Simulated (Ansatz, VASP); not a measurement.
## MgO: VASP beside Ansatz

```
CELL_PARAMETERS angstrom
0.00000 2.08032 2.08032
2.08032 0.00000 2.08032
2.08032 2.08032 0.00000
ATOMIC_POSITIONS crystal
Mg 0.00000 0.00000 0.00000
O 0.50000 0.50000 0.50000
```

Alike in both runs: task single point; functional LDA; k mesh 10 × 10 × 10; occupations gaussian, width 0.02 eV; no spin polarisation.

|  | VASP | Ansatz |
| --- | --- | --- |
| version | VASP 6.6.1 | Ansatz 0.2.0 |
| potentials or method | VASP PAW LDA potentials, release 64 (Mg_sv, O), cutoff 840 eV | scalar-relativistic, plane waves, PAW |
| valence electrons in the cell | 16 | 16 |

```tsv
	VASP	Ansatz	Ansatz less VASP
gap on the k mesh at the Fermi level (eV)	5.03	5.03	-0.006
least direct gap on the mesh (eV)	5.03	5.03	-0.006
pressure (GPa)	0.4	0.0	-0.44
```

Ansatz warns that its potentials were made for another functional, while VASP's fit it. LDA's correlation is that of Perdew and Zunger in VASP and of Perdew and Wang (1992) in Ansatz.
